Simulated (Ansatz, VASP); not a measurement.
This is a calculation of Sr for VASP 6.6.1.

INCAR

```
SYSTEM = Sr
ALGO     = Fast           ! electronic algorithm
EDIFF    = 1E-6           ! SCF threshold, eV
ENCUT    = 520            ! plane-wave cutoff, eV
GGA      = RE             ! functional
GGA_COMPAT= .FALSE.      
ISIF     = 2              ! what is computed and relaxed
ISMEAR   = 0              ! smearing method
LASPH    = .TRUE.         ! aspherical terms in the spheres
LCHARG   = .FALSE.        ! write CHGCAR
LORBIT   = 11             ! projections on sites
LORBMOM  = .TRUE.       
LREAL    = .FALSE.        ! projectors in reciprocal space
LSORBIT  = .TRUE.         ! spin-orbit coupling
LWAVE    = .FALSE.        ! write WAVECAR
MAGMOM   = 0 0 0          ! initial moments
NBANDS   = 21             ! bands
NELM     = 150            ! most SCF steps
PREC     = Accurate       ! precision mode
SIGMA    = 0.025          ! smearing width, eV
```

The input KPOINTS:

```
k-points
0
G
  8 8 8
  0 0 0
```

Contents of POSCAR:

```
Sr
1.0
    0.0000000000      3.0423500000      3.0423500000
    3.0423500000      0.0000000000      3.0423500000
    3.0423500000      3.0423500000      0.0000000000
Sr
1
Direct
    0.0000000000      0.0000000000      0.0000000000
```

Potentials or basis: VASP PAW PBE potentials, release 64 (Sr_sv).

The run is started by

```bash
$ cat potpaw_PBE.64/Sr_sv/POTCAR > POTCAR
$ mpirun -np 1 vasp_ncl > vasp.out
```

Q: Set up the same calculation for Ansatz 0.2.0. Potentials there: Ansatz PAW.

A: As run (the cutoff follows the program's own potentials):

Contents of input.yaml:

```yaml
crystal:
  lattice:
    - [0.0, 3.04235, 3.04235]
    - [3.04235, 0.0, 3.04235]
    - [3.04235, 3.04235, 0.0]
  atoms:
    - { symbol: Sr, position: [0.0, 0.0, 0.0] }
hamiltonian:
  xc: revpbe
  pseudopotentials: { kind: paw_fr }
magnetization:
  noncollinear: true
  spin_orbit: true
kpoints:
  mp_grid: { grid: [8, 8, 8] }
scf:
  occupations: { method: gaussian, width: 0.025 }
output:
  forces: true
  stress: true
  eigenvalues: true
```

Potentials or basis: Ansatz PAW.

Run with:

```sh
$ ansatz run input.yaml --threads 1 --pin off --max-ram 2560MiB --backend cpu --events-out ev --progress --plain --runs-dir out
```

Both were run:

|  | VASP | Ansatz | Ansatz less VASP |
| --- | --- | --- | --- |
| pressure (GPa) | 0.1 | 0.1 | -0.01 |

VASP's potentials were made for PBE, not for revPBE. The functional is the same, so the differences come from potentials, cutoffs and numerics.
